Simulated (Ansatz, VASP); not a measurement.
Two plane-wave programs on Mg3ZrN2

```
Mg Zr N
1.0
     3.21324    0.00000    0.00000
    -1.60662    2.78275    0.00000
     0.00000    0.00000   10.31445
Mg Zr N
3 1 2
Cartesian
  1.6066 0.9276 2.5242
  0.0000 1.8552 7.7903
  0.0000 0.0000 5.1572
  0.0000 0.0000 0.0000
  0.0000 1.8552 1.2906
  1.6066 0.9276 9.0238
```

Alike in both runs: functional PBE; k mesh 12 × 12 × 4; occupations gaussian, width 0.1 eV; no spin polarisation.

Ansatz relaxed the structure, and its values are those at the end. VASP's run is a single point on that final structure, the one shown.

|  | VASP | Ansatz |
| --- | --- | --- |
| version | VASP 6.6.1 | Ansatz 0.2.0 |
| potentials or method | VASP PAW PBE potentials, release 64 (Mg, Zr_sv, N), cutoff 520 eV | scalar-relativistic, plane waves, PAW |
| valence electrons in the cell | 28 | 52 |

Ansatz gave:

```
gap on the k mesh at the Fermi level (eV) : none
pressure (GPa)                            : 0.0
rms of the force components (eV/Å)        : 0.000
```

**Question.** Estimate VASP's values.

**Answer.** gap on the k mesh at the Fermi level (eV): none; pressure (GPa): -0.1; rms of the force components (eV/Å): 0.009.

A gap of «none» marks a metal or a gap that the smearing closes. VASP's potentials hold 28 valence electrons a cell and Ansatz's 52, so a difference there can come from the potentials and not from the codes.
